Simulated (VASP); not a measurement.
Input of a VASP 6.6.1 run:

Contents of INCAR:

```
ALGO     = Normal         # electronic algorithm
EDIFF    = 1E-6           # SCF threshold, eV
ENCUT    = 750            # plane-wave cutoff, eV
GGA      = PS             # functional
GGA_COMPAT= False        
ISIF     = 2              # what is computed and relaxed
ISMEAR   = 0              # smearing method
LASPH    = True           # aspherical terms in the spheres
LCHARG   = False          # write CHGCAR
LREAL    = False          # projectors in reciprocal space
LWAVE    = False          # write WAVECAR
NBANDS   = 12             # bands
NELM     = 120            # most SCF steps
PREC     = Accurate       # precision mode
SIGMA    = 0.05           # smearing width, eV
```

The input KPOINTS:

```
k-points
0
Gamma
  10 10 10
```

The input POSCAR:

```
LiBr
1.0
    0.0000000000      2.7445003033      2.7445003033
    2.7445003033      0.0000000000      2.7445003033
    2.7445003033      2.7445003033      0.0000000000
Li Br
1 1
Direct
    0.0000000000      0.0000000000      0.0000000000
    0.5000000000      0.5000000000      0.5000000000
```

Potentials or basis: VASP PAW PBE potentials, release 64 (Li_sv, Br).

Launch:

```sh
$ cat potpaw_PBE.64/Li_sv/POTCAR potpaw_PBE.64/Br/POTCAR > POTCAR
$ mpirun -np 1 vasp_std > vasp.out
```

Question: What does it give for the band gap on the k mesh?

Answer: 4.79 eV, indirect (the least direct gap lies 3.4 meV higher).

Question: Predict the pressure.

Answer: -1.1 GPa.

Caveat: the PAW data sets were made with another functional, which shifts forces and pressure a little. A k mesh can miss the band edges.
